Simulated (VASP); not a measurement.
# Hf (Fm-3m) in VASP: further runs

The runs below take Hf through single point, with LDA.

All numbers are computed with VASP 6.6.1; they aren't measurements. Logs are shortened: lines on timing, memory, paths and dates and some standing lists are left out, and cuts for length are marked.

## 1. The cell of the first run

It takes space group Fm-3m (No. 225, cubic). The conventional cell has a = 4.178 Å, b = 4.178 Å, c = 4.178 Å, α = 90.00°, β = 90.00°, γ = 90.00°. Hf (site symmetry m-3m) has 12 Hf at 2.95 Å within 3.9 Å.

This isn't the form of Hf at room conditions, which is hcp.

## 2. Single point, LDA (18.23 Å³/atom)

Input file INCAR:

```
SYSTEM = Hf
ALGO = Fast
EDIFF = 1E-7
ENCUT = 520
GGA = CA
ISIF = 2
ISMEAR = 0
LASPH = .TRUE.
LCHARG = .FALSE.
LREAL = .FALSE.
LWAVE = .FALSE.
NBANDS = 11
NELM = 80
PREC = Accurate
SIGMA = 0.15
```

Input file KPOINTS:

```
k-points
0
G
  20 20 20
  0 0 0
```

Input file POSCAR:

```
Hf
1.0
    0.0000000000      2.0890205494      2.0890205494
    2.0890205494      0.0000000000      2.0890205494
    2.0890205494      2.0890205494      0.0000000000
Hf
1
Direct
    0.0000000000      0.0000000000      0.0000000000
```

Potentials or basis: VASP PAW LDA potentials, release 64 (Hf_pv).

Started as:

```console
$ cat potpaw_LDA.64/Hf_pv/POTCAR > POTCAR
$ mpirun -np 1 vasp_std > vasp.out
```

OUTCAR:

```text
SYSTEM = Hf
   EDIFF = 1E-7
   ENCUT = 520
   GGA = CA
   ISIF = 2
   ISMEAR = 0
   LASPH = .TRUE.
   LREAL = .FALSE.
   NELM = 80
   PREC = Accurate

 ion  position               nearest neighbor table
   1  0.000  0.000  0.000-

  LATTYP: Found a face centered cubic cell.
 ALAT       =     4.1780410988

  Lattice vectors:

 A1 = (   0.0000000000,   2.0890205494,   2.0890205494)
 A2 = (   2.0890205494,   0.0000000000,   2.0890205494)
 A3 = (   2.0890205494,   2.0890205494,   0.0000000000)

Analysis of symmetry for initial positions (statically):
=====================================================================
 Subroutine PRICEL returns:
 Original cell was already a primitive cell.

 Routine SETGRP: Setting up the symmetry group for a
 face centered cubic supercell.

 Subroutine GETGRP returns: Found 48 space group operations
 (whereof 48 operations were pure point group operations)
 out of a pool of 48 trial point group operations.

The static configuration has the point symmetry O_h .

Analysis of symmetry for dynamics (positions and initial velocities):
=====================================================================
 Subroutine PRICEL returns:
 Original cell was already a primitive cell.

 Routine SETGRP: Setting up the symmetry group for a
 face centered cubic supercell.

 Subroutine GETGRP returns: Found 48 space group operations
 (whereof 48 operations were pure point group operations)
 out of a pool of 48 trial point group operations.

The dynamic configuration has the point symmetry O_h .

 Subroutine INISYM returns: Found 48 space group operations
 (whereof 48 operations are pure point group operations),
 and found     1 'primitive' translations

----------------------------------------------------------------------------------------

                                     Primitive cell

  volume of cell :      18.2330

  direct lattice vectors                    reciprocal lattice vectors
     0.000000000  2.089020549  2.089020549    -0.239346616  0.239346616  0.239346616
     2.089020549  0.000000000  2.089020549     0.239346616 -0.239346616  0.239346616
     2.089020549  2.089020549  0.000000000     0.239346616  0.239346616 -0.239346616

  length of vectors
     2.954321193  2.954321193  2.954321193     0.414560500  0.414560500  0.414560500

  position of ions in fractional coordinates (direct lattice)
     0.000000000  0.000000000  0.000000000

  ion indices of the primitive-cell ions
   primitive index   ion index
                 1           1

----------------------------------------------------------------------------------------

 KPOINTS: k-points

Automatic generation of k-mesh.
 Grid dimensions read from file:
 generate k-points for:   20   20   20

 Generating k-lattice:

  Cartesian coordinates                     Fractional coordinates (reciprocal lattice)
    -0.011967331  0.011967331  0.011967331     0.050000000  0.000000000  0.000000000
     0.011967331 -0.011967331  0.011967331     0.000000000  0.050000000  0.000000000
     0.011967331  0.011967331 -0.011967331     0.000000000  0.000000000  0.050000000

  Length of vectors
     0.020728025  0.020728025  0.020728025

  Shift w.r.t. Gamma in fractional coordinates (k-lattice)
     0.000000000  0.000000000  0.000000000

 Subroutine IBZKPT returns following result:
 ===========================================

 Found    256 irreducible k-points:

 Following reciprocal coordinates:
            Coordinates               Weight
  0.000000  0.000000  0.000000      1.000000
  0.050000  0.000000  0.000000      8.000000
  0.100000  0.000000  0.000000      8.000000
  0.150000  0.000000  0.000000      8.000000
  0.200000  0.000000  0.000000      8.000000
  0.250000  0.000000  0.000000      8.000000
[... 16 lines left out ...]
 -0.400000  0.050000  0.000000     24.000000
 -0.350000  0.050000  0.000000     24.000000
 [... further k-points ...]
   k-points           NKPTS =    256   k-points in BZ     NKDIM =    256   number of bands    NBANDS=     11
   number of dos      NEDOS =    301   number of ions     NIONS =      1
   total plane-waves  NPLWV =  13824
   dimension x,y,z NGX =    24 NGY =   24 NGZ =   24
   dimension x,y,z NGXF=    48 NGYF=   48 NGZF=   48
   ions per type =               1
   NGX,Y,Z   is equivalent  to a cutoff of  13.51, 13.51, 13.51 a.u.
   NGXF,Y,Z  is equivalent  to a cutoff of  27.01, 27.01, 27.01 a.u.
 SYSTEM =  Hf
   PREC   = accura    normal or accurate (medium, high low for compatibility)
   ISTART =      0    job   : 0-new  1-cont  2-samecut
   ICHARG =      2    charge: 1-file 2-atom 10-const
   ISPIN  =      1    spin polarized calculation?
   LNONCOLLINEAR =      F non collinear calculations
   LSORBIT =      F    spin-orbit coupling
   LASPH  =      T    aspherical Exc in radial PAW
   ENCUT  =  520.0 eV  38.22 Ry    6.18 a.u.   5.49  5.49  5.49*2*pi/ulx,y,z
   NELM   =     80;   NELMIN=  2; NELMDL= -5     # of ELM steps
   EDIFF  = 0.1E-06   stopping-criterion for ELM
   LREAL  =      F    real-space projection
   EDIFFG = 0.1E-05   stopping-criterion for IOM
   NSW    =      0    number of steps for IOM
   IBRION =     -1    ionic relax: 0-MD 1-quasi-New 2-CG
   NFREE  =      0    steps in history (QN), initial steepest desc. (CG)
   ISIF   =      2    stress and relaxation
   ISYM   =      2    0-nonsym 1-usesym 2-fastsym
   POTIM  = 0.5000    time-step for ionic-motion
   TEBEG  =    0.0;   TEEND  =   0.0 temperature during run
   PSTRESS=    0.0 pullay stress
   NELECT =      10.0000    total number of electrons
   NUPDOWN=      -1.0000    fix difference up-down
   EMIN   =  10.00;   EMAX   =-10.00  energy-range for DOS
   EFERMI =   0.00;   METHOD = LEGACY
   ISMEAR =     0;   SIGMA  =   0.15  broadening in eV -4-tet -1-fermi 0-gaus
   EFERMI_NEDOS =   21; number of points for ismear=-14 and -15
   IALGO  =     68    algorithm
   IMIX   =      4    mixing-type and parameters
     AMIX     =   0.40;   BMIX     =  1.00
     AMIX_MAG =   1.60;   BMIX_MAG =  1.00
  volume/ion in A,a.u.               =      18.23       123.04
  Fermi-wavevector in a.u.,A,eV,Ry     =   1.340053  2.532334 24.432570  1.795743
  Thomas-Fermi vector in A             =   2.468397
   LORBIT       =      0    0 simple, 1 ext, 2 COOP (PROOUT), +10 PAW based schemes
   GGA     = CA    functional components
   LHFCALC =     F    Hartree Fock is set to
   AEXX    =    0.0000 exact exchange contribution
   IVDW    =     0    specifies the selected vdW correction
   LEPSILON=     F    determine dielectric tensor
   LRPA    =     F    only Hartree local field effects (RPA)
 non-spin polarized calculation
 RMM-DIIS sequential band-by-band and
 Gauss-broadening in eV      SIGMA  =   0.15
  energy-cutoff  :      520.00
  volume of cell :       18.23
 maximum number of plane-waves:       531
 NGX is ok and might be reduce to    24
   NGX = 11   NGY = 11   NGZ = 11

 number of electron      10.0000001 magnetization

 Free energy of the ion-electron system (eV)
  ---------------------------------------------------
  ext. energy  EPLUGINS =         0.00000000
  ---------------------------------------------------
  free energy    TOTEN  =       -10.50665133 eV

  energy without entropy =      -10.49255018  energy(sigma->0) =      -10.49960076

 E-fermi :   6.1832     XC(G=0): -12.4352

 val. band max:        6.1801690057   @ k =  -0.2000   0.2500   0.1000
 cond. band min:       6.1868840291   @ k =   0.5000   0.3500   0.1500
 fundamental gap:      0.0067150233
 Fermi energy:         6.1832345697

 k-point     1 :       0.0000    0.0000    0.0000
  band No.  band energies     occupation
      1     -22.9557      2.00000
      2     -22.9557      2.00000
      3     -22.9557      2.00000
      4      -1.6117      2.00000
      5       7.5344      0.00000
      6       7.5344      0.00000
      7       7.5344      0.00000
      8      11.1051      0.00000
      9      11.1051      0.00000
     10      18.2687      0.00000
     11      18.9391      0.00000

 k-point     2 :       0.0500    0.0000    0.0000
  band No.  band energies     occupation
      1     -22.9998      2.00000
      2     -22.9609      2.00000
      3     -22.9609      2.00000
      4      -1.4969      2.00000
      5       7.4205      0.00000
      6       7.5894      0.00000
      7       7.5894      0.00000
      8      11.0363      0.00000
      9      11.0363      0.00000
     10      18.5215      0.00000
     11      18.9390      0.00000

 k-point     3 :       0.1000    0.0000    0.0000
  band No.  band energies     occupation
      1     -23.1261      2.00000
      2     -22.9758      2.00000
      3     -22.9758      2.00000
      4      -1.1642      2.00000
      5       7.1229      0.00000
      6       7.7373      0.00000
      7       7.7373      0.00000
      8      10.8699      0.00000
      9      10.8699      0.00000
     10      18.9384      0.00000
     11      19.2006      0.00000

 k-point     4 :       0.1500    0.0000    0.0000
  band No.  band energies     occupation
      1     -23.3181      2.00000
      2     -22.9989      2.00000
      3     -22.9989      2.00000
      4      -0.6487      2.00000
      5       6.7438      0.00000
      6       7.9181      0.00000
      7       7.9181      0.00000
      8      10.7179      0.00000
      9      10.7179      0.00000
     10      18.9371      0.00000
     11      19.8318      0.00000

 k-point     5 :       0.2000    0.0000    0.0000
  band No.  band energies     occupation
      1     -23.5526      2.00000
      2     -23.0279      2.00000
      3     -23.0279      2.00000
      4      -0.0122      2.00000
      5       6.3989      0.04204
      6       8.0239      0.00000
      7       8.0239      0.00000
      8      10.7413      0.00000
      9      10.7413      0.00000
     10      18.9306      0.00000
     11      19.3661      0.00000
[... 211 lines left out ...]
 k-point    21 :       0.5000    0.0500    0.0000
  band No.  band energies     occupation
      1     -24.5448      2.00000
      2     -23.1875      2.00000
      3     -23.1704      2.00000
      4       1.9953      2.00000
      5       6.9519      0.00000
      6       7.3164      0.00000
      7       7.8077      0.00000
      8      13.9275      0.00000
      9      13.9405      0.00000
     10      17.9947      0.00000
     11      18.4647      0.00000

 k-point    22 :      -0.4500    0.0500    0.0000
  band No.  band energies     occupation
      1     -24.5331      2.00000
      2     -23.1931      2.00000
      3     -23.1614      2.00000
      4       1.9910      2.00000
      5       6.9790      0.00000
      6       7.3149      0.00000
      7       7.7439      0.00000
      8      13.6279      0.00000
      9      14.0901      0.00000
     10      17.8229      0.00000
     11      18.7820      0.00000

 k-point    23 :      -0.4000    0.0500    0.0000
  band No.  band energies     occupation
      1     -24.4531      2.00000
      2     -23.1882      2.00000
      3     -23.1433      2.00000
      4       1.9428      2.00000
      5       7.0013      0.00000
      6       7.3995      0.00000
      7       7.4164      0.00000
      8      12.9852      0.00000
      9      13.8024      0.00000
     10      17.5953      0.00000
     11      19.8109      0.00000

 k-point    24 :      -0.3500    0.0500    0.0000
  band No.  band energies     occupation
      1     -24.3108      2.00000
      2     -23.1732      2.00000
      3     -23.1177      2.00000
      4       1.7973      2.00000
      5       6.6509      0.00001
      6       7.4043      0.00000
      7       7.5622      0.00000
      8      12.1827      0.00000
      9      13.2022      0.00000
     10      17.7020      0.00000
     11      18.9398      0.00000

 [... further k-points ...]
[... 5 lines left out ...]
  --------------------------------------------------------------------------------------
  -------------------------------------------------------------------------------------
  Total        2.1197347      2.1197347      2.1197347     -0.0000000      0.0000000      0.0000000
  in kB      186.2661585    186.2661585    186.2661585     -0.0000000      0.0000000      0.0000000
  external PRESSURE =     186.2661585 kB  Pullay stress =       0.0000000 kB

 VOLUME and BASIS-vectors are now :
 -----------------------------------------------------------------------------
  energy-cutoff  :      520.00
  volume of cell :       18.23
      direct lattice vectors                 reciprocal lattice vectors
     0.000000000  2.089020549  2.089020549    -0.239346616  0.239346616  0.239346616
     2.089020549  0.000000000  2.089020549     0.239346616 -0.239346616  0.239346616
     2.089020549  2.089020549  0.000000000     0.239346616  0.239346616 -0.239346616

 POSITION                                       TOTAL-FORCE (eV/Angst)
 -----------------------------------------------------------------------------------
      0.00000      0.00000      0.00000         0.000000     -0.000000      0.000000
 -----------------------------------------------------------------------------------
    total drift:                                0.000000      0.000000      0.000000

  FREE ENERGIE OF THE ION-ELECTRON SYSTEM (eV)
  ---------------------------------------------------
  free  energy   TOTEN  =       -10.5066513305 eV

  energy  without entropy=      -10.4925501846  energy(sigma->0) =      -10.49960076
```

It took 70 s on 1 thread of Intel Xeon 8259CL, shared host; peak memory 0.17 GiB.

Results:

* Free energy: -10.5067 eV
* Pressure: 18.6 GPa
* Band gap on the k mesh: zero (bands 5 and 6 overlap by 2.16 eV)

Caveat: the cell stands under pressure; spin-orbit coupling is left out, which moves the levels of the heavy elements.

## 3. Single point, LDA (19.06 Å³/atom)

This run uses another cell than the first one, of 19.06 Å³/atom.

Input file INCAR:

```
SYSTEM = Hf
PREC = Accurate
ENCUT = 520
EDIFF = 1E-6
ISMEAR = 0
SIGMA = 0.15
LREAL = .FALSE.
LASPH = .TRUE.
NELM = 80
ALGO = Normal
ISIF = 2
LWAVE = .FALSE.
LCHARG = .TRUE.
LELF = .TRUE.
LVHAR = .TRUE.
NBANDS = 11
```

Input file KPOINTS:

```
Automatic mesh
0
G
  20 20 20
  0 0 0
```

Input file POSCAR:

```
Hf
1.0
    0.0000000000      2.1201759080      2.1201759080
    2.1201759080      0.0000000000      2.1201759080
    2.1201759080      2.1201759080      0.0000000000
Hf
1
Direct
    0.0000000000      0.0000000000      0.0000000000
```

Potentials or basis: VASP PAW LDA potentials, release 64 (Hf_pv).

Started as:

```console
$ cat potpaw_LDA.64/Hf_pv/POTCAR > POTCAR
$ mpirun -np 1 vasp_std > vasp.out
```

Wall time 52 s (1 thread of Intel Xeon 8259CL, shared host); peak memory 0.17 GiB.

Results (log left out):

```yaml
Free_energy: -10.5838 eV
Pressure: 11.4 GPa
Band_gap_on_the_k_mesh: zero (bands 5 and 6 overlap by 2.10 eV)
```

Levels at points of the mesh, in eV from the Fermi level:
| k point | band 3 | band 4 | band 5 | band 6 | band 7 | band 8 |
| --- | --- | --- | --- | --- | --- | --- |
| (0.00, 0.00, 0.00) | -29.29 | -7.67 | 1.36 | 1.36 | 1.36 | 4.73 |
| (0.50, 0.00, 0.00) | -29.47 | -4.14 | 1.06 | 1.06 | 1.39 | 7.39 |
| (0.50, 0.50, 0.00) | -29.79 | -4.01 | -2.82 | 3.67 | 7.39 | 8.19 |

Caveat: the cell stands under pressure; spin-orbit coupling is left out, which moves the levels of the heavy elements.
